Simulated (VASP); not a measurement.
# Hf4Si (P4/nbm) in VASP: notebook

Hf4Si is run at these levels: PBE; tasks: single point, relaxation of cell and atoms.

Program: VASP 6.6.1. These are calculated values, not measurements. Logs are shortened: lines on timing, memory, paths and dates and some standing lists are left out, and cuts for length are marked.

## (1) The cell of the first run

It takes space group P4/nbm (No. 125, tetragonal). Conventional cell: a = 5.983 Å, b = 5.983 Å, c = 5.304 Å, α = 90.00°, β = 90.00°, γ = 90.00°. Within 3.5 Å of Hf (site symmetry m) lie 2 Si at 2.63 Å and 11 Hf at 2.73 to 3.35 Å. Within 3.5 Å of Si (site symmetry 422) lie 8 Hf at 2.63 Å.

## (2) Single point, PBE (18.99 Å³/atom)

Contents of INCAR:

```
PREC = Accurate
ENCUT = 520
EDIFF = 1E-7
ISMEAR = 0
SIGMA = 0.1
LREAL = F
LASPH = T
NELM = 80
ALGO = Fast
ISIF = 2
LWAVE = F
LCHARG = F
GGA = PE
NBANDS = 55
```

Contents of KPOINTS:

```
Automatic mesh
0
Gamma
  6 6 6
```

Contents of POSCAR:

```
Hf4Si
1.0
    5.9832818500      0.0000000000      0.0000000000
    0.0000000000      5.9832818500      0.0000000000
    0.0000000000      0.0000000000      5.3039010749
Hf Si
8 2
Direct
    0.6615709709      0.1615709709      0.7416462156
    0.8384290291      0.6615709709      0.7416462156
    0.3384290291      0.1615709709      0.2583537844
    0.6615709709      0.8384290291      0.2583537844
    0.1615709709      0.3384290291      0.7416462156
    0.8384290291      0.3384290291      0.2583537844
    0.1615709709      0.6615709709      0.2583537844
    0.3384290291      0.8384290291      0.7416462156
    0.5000000000      0.5000000000      0.0000000000
    0.0000000000      0.0000000000      0.0000000000
```

Potentials or basis: VASP PAW PBE potentials, release 64 (Hf_pv, Si).

The run is started by

```sh
$ cat potpaw_PBE.64/Hf_pv/POTCAR potpaw_PBE.64/Si/POTCAR > POTCAR
$ mpirun -np 1 vasp_std > vasp.out
```

OUTCAR:

```text
PREC = Accurate
   ENCUT = 520
   EDIFF = 1E-7
   ISMEAR = 0
   LREAL = F
   LASPH = T
   NELM = 80
   ISIF = 2
   GGA = PE

 ion  position               nearest neighbor table
   1  0.662  0.162  0.742-   9 2.63  10 2.63   8 2.73   6 2.97   6 3.12   2 3.17   5 3.17   2 3.17
                             5 3.17   4 3.21   3 3.21   4 3.35   3 3.35
   2  0.838  0.662  0.742-   9 2.63  10 2.63   5 2.73   4 2.97   4 3.12   1 3.17   8 3.17   1 3.17
                             8 3.17   7 3.21   6 3.21   6 3.35   7 3.35
   3  0.338  0.162  0.258-   9 2.63  10 2.63   4 2.73   5 2.97   5 3.12   7 3.17   6 3.17   7 3.17
                             6 3.17   8 3.21   1 3.21   1 3.35   8 3.35
   4  0.662  0.838  0.258-   9 2.63  10 2.63   3 2.73   2 2.97   2 3.12   7 3.17   6 3.17   6 3.17
                             7 3.17   8 3.21   1 3.21   1 3.35   8 3.35
   5  0.162  0.338  0.742-   9 2.63  10 2.63   2 2.73   3 2.97   3 3.12   1 3.17   8 3.17   8 3.17
                             1 3.17   7 3.21   6 3.21   6 3.35   7 3.35
   6  0.838  0.338  0.258-   9 2.63  10 2.63   7 2.73   1 2.97   1 3.12   3 3.17   4 3.17   4 3.17
                             3 3.17   2 3.21   5 3.21   2 3.35   5 3.35
   7  0.162  0.662  0.258-   9 2.63  10 2.63   6 2.73   8 2.97   8 3.12   4 3.17   3 3.17   3 3.17
                             4 3.17   5 3.21   2 3.21   5 3.35   2 3.35
   8  0.338  0.838  0.742-   9 2.63  10 2.63   1 2.73   7 2.97   7 3.12   5 3.17   2 3.17   5 3.17
                             2 3.17   3 3.21   4 3.21   4 3.35   3 3.35
   9  0.500  0.500  0.000-   1 2.63   2 2.63   3 2.63   4 2.63   5 2.63   6 2.63   7 2.63   8 2.63

  10  0.000  0.000  0.000-   1 2.63   2 2.63   3 2.63   4 2.63   5 2.63   6 2.63   7 2.63   8 2.63

  LATTYP: Found a simple tetragonal cell.
 ALAT       =     5.9832818500
 C/A-ratio  =     0.8864534896

  Lattice vectors:

 A1 = (   5.9832818500,   0.0000000000,   0.0000000000)
 A2 = (   0.0000000000,   5.9832818500,   0.0000000000)
 A3 = (   0.0000000000,   0.0000000000,   5.3039010749)

Analysis of symmetry for initial positions (statically):
=====================================================================
 Subroutine PRICEL returns:
 Original cell was already a primitive cell.

 Routine SETGRP: Setting up the symmetry group for a
 simple tetragonal supercell.

 Subroutine GETGRP returns: Found 16 space group operations
 (whereof  8 operations were pure point group operations)
 out of a pool of 16 trial point group operations.

The static configuration has the point symmetry D_4 .
 The point group associated with its full space group is D_4h.

Analysis of symmetry for dynamics (positions and initial velocities):
=====================================================================
 Subroutine PRICEL returns:
 Original cell was already a primitive cell.

 Routine SETGRP: Setting up the symmetry group for a
 simple tetragonal supercell.

 Subroutine GETGRP returns: Found 16 space group operations
 (whereof  8 operations were pure point group operations)
 out of a pool of 16 trial point group operations.

The dynamic configuration has the point symmetry D_4 .
 The point group associated with its full space group is D_4h.

 Subroutine INISYM returns: Found 16 space group operations
 (whereof  8 operations are pure point group operations),
 and found     1 'primitive' translations

----------------------------------------------------------------------------------------

                                     Primitive cell

  volume of cell :     189.8779

  direct lattice vectors                    reciprocal lattice vectors
     5.983281850  0.000000000  0.000000000     0.167132357  0.000000000  0.000000000
     0.000000000  5.983281850  0.000000000     0.000000000  0.167132357  0.000000000
     0.000000000  0.000000000  5.303901075     0.000000000  0.000000000  0.188540470

  length of vectors
     5.983281850  5.983281850  5.303901075     0.167132357  0.167132357  0.188540470

  position of ions in fractional coordinates (direct lattice)
     0.661570971  0.161570971  0.741646216
     0.838429029  0.661570971  0.741646216
     0.338429029  0.161570971  0.258353784
     0.661570971  0.838429029  0.258353784
     0.161570971  0.338429029  0.741646216
     0.838429029  0.338429029  0.258353784
     0.161570971  0.661570971  0.258353784
     0.338429029  0.838429029  0.741646216
     0.500000000  0.500000000  0.000000000
     0.000000000  0.000000000  0.000000000

  ion indices of the primitive-cell ions
   primitive index   ion index
                 1           1
                 2           2
                 3           3
                 4           4
                 5           5
                 6           6
                 7           7
                 8           8
                 9           9
                10          10

----------------------------------------------------------------------------------------

 KPOINTS: Automatic mesh

Automatic generation of k-mesh.
 Grid dimensions read from file:
 generate k-points for:    6    6    6

 Generating k-lattice:

  Cartesian coordinates                     Fractional coordinates (reciprocal lattice)
     0.027855393  0.000000000  0.000000000     0.166666667  0.000000000  0.000000000
     0.000000000  0.027855393  0.000000000     0.000000000  0.166666667  0.000000000
     0.000000000  0.000000000  0.031423412     0.000000000  0.000000000  0.166666667

  Length of vectors
     0.027855393  0.027855393  0.031423412

  Shift w.r.t. Gamma in fractional coordinates (k-lattice)
     0.000000000  0.000000000  0.000000000

 Subroutine IBZKPT returns following result:
 ===========================================

 Found     40 irreducible k-points:

 Following reciprocal coordinates:
            Coordinates               Weight
  0.000000  0.000000  0.000000      1.000000
  0.166667  0.000000  0.000000      4.000000
  0.333333  0.000000  0.000000      4.000000
  0.500000  0.000000  0.000000      2.000000
  0.166667  0.166667  0.000000      4.000000
  0.333333  0.166667  0.000000      8.000000
[... 16 lines left out ...]
  0.333333  0.000000  0.333333      8.000000
  0.500000  0.000000  0.333333      4.000000
 [... further k-points ...]
   k-points           NKPTS =     40   k-points in BZ     NKDIM =     40   number of bands    NBANDS=     55
   number of dos      NEDOS =    301   number of ions     NIONS =     10
   total plane-waves  NPLWV =  92160
   dimension x,y,z NGX =    48 NGY =   48 NGZ =   40
   dimension x,y,z NGXF=    96 NGYF=   96 NGZF=   80
   ions per type =               8   2
   NGX,Y,Z   is equivalent  to a cutoff of  13.34, 13.34, 12.54 a.u.
   NGXF,Y,Z  is equivalent  to a cutoff of  26.67, 26.67, 25.08 a.u.
 SYSTEM =  unknown system
   PREC   = accura    normal or accurate (medium, high low for compatibility)
   ISTART =      0    job   : 0-new  1-cont  2-samecut
   ICHARG =      2    charge: 1-file 2-atom 10-const
   ISPIN  =      1    spin polarized calculation?
   LNONCOLLINEAR =      F non collinear calculations
   LSORBIT =      F    spin-orbit coupling
   LASPH  =      T    aspherical Exc in radial PAW
   ENCUT  =  520.0 eV  38.22 Ry    6.18 a.u.  11.12 11.12  9.86*2*pi/ulx,y,z
   NELM   =     80;   NELMIN=  2; NELMDL= -5     # of ELM steps
   EDIFF  = 0.1E-06   stopping-criterion for ELM
   LREAL  =      F    real-space projection
   EDIFFG = 0.1E-05   stopping-criterion for IOM
   NSW    =      0    number of steps for IOM
   IBRION =     -1    ionic relax: 0-MD 1-quasi-New 2-CG
   NFREE  =      0    steps in history (QN), initial steepest desc. (CG)
   ISIF   =      2    stress and relaxation
   ISYM   =      2    0-nonsym 1-usesym 2-fastsym
   POTIM  = 0.5000    time-step for ionic-motion
   TEBEG  =    0.0;   TEEND  =   0.0 temperature during run
   PSTRESS=    0.0 pullay stress
   NELECT =      88.0000    total number of electrons
   NUPDOWN=      -1.0000    fix difference up-down
   EMIN   =  10.00;   EMAX   =-10.00  energy-range for DOS
   EFERMI =   0.00;   METHOD = LEGACY
   ISMEAR =     0;   SIGMA  =   0.10  broadening in eV -4-tet -1-fermi 0-gaus
   EFERMI_NEDOS =   21; number of points for ismear=-14 and -15
   IALGO  =     68    algorithm
   IMIX   =      4    mixing-type and parameters
     AMIX     =   0.40;   BMIX     =  1.00
     AMIX_MAG =   1.60;   BMIX_MAG =  1.00
  volume/ion in A,a.u.               =      18.99       128.14
  Fermi-wavevector in a.u.,A,eV,Ry     =   1.266906  2.394105 21.838030  1.605050
  Thomas-Fermi vector in A             =   2.400082
   LORBIT       =      0    0 simple, 1 ext, 2 COOP (PROOUT), +10 PAW based schemes
   GGA     = PE    functional components
   LHFCALC =     F    Hartree Fock is set to
   AEXX    =    0.0000 exact exchange contribution
   IVDW    =     0    specifies the selected vdW correction
   LEPSILON=     F    determine dielectric tensor
   LRPA    =     F    only Hartree local field effects (RPA)
 non-spin polarized calculation
 RMM-DIIS sequential band-by-band and
 Gauss-broadening in eV      SIGMA  =   0.10
  energy-cutoff  :      520.00
  volume of cell :      189.88
 maximum number of plane-waves:      5144
 NGX is ok and might be reduce to    48
   NGX = 23   NGY = 23   NGZ = 19

 number of electron      88.0000017 magnetization

 Free energy of the ion-electron system (eV)
  ---------------------------------------------------
  ext. energy  EPLUGINS =         0.00000000
  ---------------------------------------------------
  free energy    TOTEN  =       -91.24510404 eV

  energy without entropy =      -91.21699876  energy(sigma->0) =      -91.23105140

 E-fermi :   5.8363     XC(G=0): -11.6167

 val. band max:        5.8243858066   @ k =   0.0000   0.0000   0.1667
 cond. band min:       5.8382658430   @ k =   0.0000   0.0000   0.1667
 fundamental gap:      0.0138800364
 Fermi energy:         5.8363278804

 k-point     1 :       0.0000    0.0000    0.0000
  band No.  band energies     occupation
      1     -24.7630      2.00000
      2     -24.7479      2.00000
      3     -24.6645      2.00000
      4     -24.5032      2.00000
      5     -24.4908      2.00000
      6     -24.3895      2.00000
[... 47 lines left out ...]
     54       8.0238      0.00000
     55       8.3030      0.00000

 k-point     2 :       0.1667    0.0000    0.0000
  band No.  band energies     occupation
      1     -24.7589      2.00000
      2     -24.7352      2.00000
      3     -24.6495      2.00000
      4     -24.5624      2.00000
      5     -24.4791      2.00000
      6     -24.4212      2.00000
[... 47 lines left out ...]
     54       8.0646      0.00000
     55       8.1523      0.00000

 k-point     3 :       0.3333    0.0000    0.0000
  band No.  band energies     occupation
      1     -24.7445      2.00000
      2     -24.6952      2.00000
      3     -24.6488      2.00000
      4     -24.6016      2.00000
      5     -24.5305      2.00000
      6     -24.4548      2.00000
[... 1152 lines left out ...]
 k-point    23 :       0.3333    0.0000    0.3333
  band No.  band energies     occupation
      1     -24.7946      2.00000
      2     -24.7635      2.00000
      3     -24.6667      2.00000
      4     -24.5995      2.00000
      5     -24.4377      2.00000
      6     -24.4223      2.00000
[... 47 lines left out ...]
     54       8.1133      0.00000
     55       8.9559      0.00000

 k-point    24 :       0.5000    0.0000    0.3333
  band No.  band energies     occupation
      1     -24.7439      2.00000
      2     -24.7439      2.00000
      3     -24.6949      2.00000
      4     -24.6949      2.00000
      5     -24.4167      2.00000
      6     -24.4167      2.00000
[... 47 lines left out ...]
     54       8.0221      0.00000
     55       9.1673      0.00000

 [... further k-points ...]

------------------------ aborting loop because EDIFF is reached ----------------------------------------

  FORCE on cell =-STRESS in cart. coord.  units (eV):
  Direction    XX          YY          ZZ          XY          YZ          ZX
  --------------------------------------------------------------------------------------
  -------------------------------------------------------------------------------------
  Total       20.7754774     20.7754774     20.8302736      0.0000000      0.0000000      0.0000000
  in kB      175.3021561    175.3021561    175.7645229      0.0000000      0.0000000      0.0000000
  external PRESSURE =     175.4562783 kB  Pullay stress =       0.0000000 kB

 VOLUME and BASIS-vectors are now :
 -----------------------------------------------------------------------------
  energy-cutoff  :      520.00
  volume of cell :      189.88
      direct lattice vectors                 reciprocal lattice vectors
     5.983281850  0.000000000  0.000000000     0.167132357  0.000000000  0.000000000
     0.000000000  5.983281850  0.000000000     0.000000000  0.167132357  0.000000000
     0.000000000  0.000000000  5.303901075     0.000000000  0.000000000  0.188540470

 POSITION                                       TOTAL-FORCE (eV/Angst)
 -----------------------------------------------------------------------------------
      3.95837      0.96672      3.93362        -0.017727     -0.017727      0.004773
      5.01656      3.95837      3.93362         0.017727     -0.017727      0.004773
      2.02492      0.96672      1.37028         0.017727     -0.017727     -0.004773
      3.95837      5.01656      1.37028        -0.017727      0.017727     -0.004773
      0.96672      2.02492      3.93362        -0.017727      0.017727      0.004773
      5.01656      2.02492      1.37028         0.017727      0.017727     -0.004773
      0.96672      3.95837      1.37028        -0.017727     -0.017727     -0.004773
      2.02492      5.01656      3.93362         0.017727      0.017727      0.004773
      2.99164      2.99164      0.00000         0.000000     -0.000000     -0.000000
      0.00000      0.00000      0.00000         0.000000     -0.000000      0.000000
 -----------------------------------------------------------------------------------
    total drift:                               -0.000000     -0.000000     -0.000000

  FREE ENERGIE OF THE ION-ELECTRON SYSTEM (eV)
  ---------------------------------------------------
  free  energy   TOTEN  =       -91.2451040357 eV

  energy  without entropy=      -91.2169987617  energy(sigma->0) =      -91.23105140
```

Wall time 4.7 min (1 thread of Intel Xeon 6975P-C (Granite Rapids), shared host); peak memory 0.48 GiB.

Results:

```yaml
Free_energy: -91.2451 eV
Pressure: 17.5 GPa
Largest_force: 0.026 eV/Å
Band_gap_on_the_k_mesh: zero (bands 44 and 45 overlap by 0.52 eV)
```

Forces in eV/Å, atoms in the order of the input:
```
Hf  -0.018 -0.018  0.005
Hf   0.018 -0.018  0.005
Hf   0.018 -0.018 -0.005
Hf  -0.018  0.018 -0.005
Hf  -0.018  0.018  0.005
Hf   0.018  0.018 -0.005
Hf  -0.018 -0.018 -0.005
Hf   0.018  0.018  0.005
Si   0.000  0.000  0.000
Si   0.000  0.000  0.000
```

Caveat: the cell stands under pressure; spin-orbit coupling is left out, which moves the levels of the heavy elements.

## (3) Relaxation of cell and atoms, PBE

This run uses another cell than the first one, of 21.63 Å³/atom.

Contents of INCAR:

```
SYSTEM = Hf4Si
PREC     = Accurate       ! precision mode
ENCUT    = 600            ! plane-wave cutoff, eV
EDIFF    = 1E-6           ! SCF threshold, eV
ISMEAR   = 0              ! smearing method
SIGMA    = 0.1            ! smearing width, eV
LREAL    = .False.        ! projectors in reciprocal space
LASPH    = .True.         ! aspherical terms in the spheres
NELM     = 80             ! most SCF steps
ALGO     = Fast           ! electronic algorithm
ISIF     = 3              ! what is computed and relaxed
LWAVE    = .False.        ! write WAVECAR
LCHARG   = .False.        ! write CHGCAR
GGA      = PE             ! functional
IBRION   = 2              ! ionic algorithm
NSW      = 100            ! ionic steps
EDIFFG   = -0.01          ! ionic threshold
```

Contents of KPOINTS:

```
regular mesh
0
Gamma
  6 6 6
  0 0 0
```

Contents of POSCAR:

```
Hf4Si
1.0
    6.2470234999      0.0000000000      0.0000000000
    0.0000000000      6.2470234999      0.0000000000
    0.0000000000      0.0000000000      5.5420908306
Hf Si
8 2
Direct
    0.6621557384      0.1621557384      0.7484972277
    0.8378442616      0.6621557384      0.7484972277
    0.3378442616      0.1621557384      0.2515027723
    0.6621557384      0.8378442616      0.2515027723
    0.1621557384      0.3378442616      0.7484972277
    0.8378442616      0.3378442616      0.2515027723
    0.1621557384      0.6621557384      0.2515027723
    0.3378442616      0.8378442616      0.7484972277
    0.5000000000      0.5000000000      0.0000000000
    0.0000000000      0.0000000000      0.0000000000
```

Potentials or basis: VASP PAW PBE potentials, release 64 (Hf_pv, Si).

The run is started by

```sh
$ cat potpaw_PBE.64/Hf_pv/POTCAR potpaw_PBE.64/Si/POTCAR > POTCAR
$ mpirun -np 1 vasp_std > vasp.out
```

Wall time 68 min (1 thread of Oxide Virtual Turin-like, shared host); peak memory 0.61 GiB.

It converged, with:

- Free energy: -92.5062 eV
- Relaxed volume: 21.53 Å³/atom
- Relaxed cell: a = 6.248 Å, b = 6.248 Å, c = 5.515 Å, α = 90.00°, β = 90.00°, γ = 90.00°
- Space group after relaxing (to 0.1 Å): P4/nbm (No. 125)
- Energy gained by relaxing: 0.3 meV/atom
- Ionic steps: 9
- Pressure after relaxing: 0.0 GPa
- Band gap on the k mesh: zero (bands 44 and 45 overlap by 0.52 eV)

The path:
| step | energy change (eV) | largest force (eV/Å) | pressure (GPa) | volume (Å³) |
| --- | --- | --- | --- | --- |
| 1 | 0.0000 | 0.0298 | -0.48 | 216.28 |
| 2 | -0.0009 | 0.0437 | 0.59 | 214.26 |
| 3 | -0.0023 | 0.0378 | 0.11 | 215.14 |
| 4 | -0.0031 | 0.0224 | 0.04 | 215.22 |
| 5 | -0.0032 | 0.0175 | 0.01 | 215.25 |
| 6 | -0.0032 | 0.0165 | 0.01 | 215.26 |
| 7 | -0.0032 | 0.0157 | 0.00 | 215.26 |
| 8 | -0.0032 | 0.0168 | 0.00 | 215.26 |
| 9 | -0.0033 | 0.0018 | -0.02 | 215.28 |

Final structure:
```yaml
crystal:
  lattice:
    - [6.24795, 0.00000, 0.00000]
    - [0.00000, 6.24795, 0.00000]
    - [0.00000, 0.00000, 5.51475]
  atoms:
    - { symbol: Hf, position: [0.66178, 0.16178, 0.74789] }
    - { symbol: Hf, position: [0.83822, 0.66178, 0.74789] }
    - { symbol: Hf, position: [0.33822, 0.16178, 0.25211] }
    - { symbol: Hf, position: [0.66178, 0.83822, 0.25211] }
    - { symbol: Hf, position: [0.16178, 0.33822, 0.74789] }
    - { symbol: Hf, position: [0.83822, 0.33822, 0.25211] }
    - { symbol: Hf, position: [0.16178, 0.66178, 0.25211] }
    - { symbol: Hf, position: [0.33822, 0.83822, 0.74789] }
    - { symbol: Si, position: [0.50000, 0.50000, 0.00000] }
    - { symbol: Si, position: [0.00000, 0.00000, 0.00000] }
```

Levels at points of the mesh, in eV from the Fermi level:
```csv
k point,band 41,band 42,band 43,band 44,band 45,band 46,band 47,band 48
"(0.00, 0.00, 0.00)",-0.59,-0.59,-0.59,-0.29,0.24,0.28,0.28,0.33
"(0.50, 0.00, 0.00)",-0.98,-0.98,-0.53,-0.53,0.55,0.55,0.97,0.97
"(0.50, 0.50, 0.00)",-1.09,-1.09,-0.62,-0.62,1.03,1.03,1.29,1.29
"(0.00, 0.00, 0.50)",-0.16,-0.03,0.11,0.20,0.20,0.30,0.50,1.09
"(0.50, 0.00, 0.50)",-0.18,-0.18,-0.03,-0.03,0.05,0.05,0.20,0.20
"(0.50, 0.50, 0.50)",-0.63,-0.63,-0.47,-0.47,-0.05,-0.05,0.07,0.07
```

Caveat: spin-orbit coupling is left out, which moves the levels of the heavy elements.
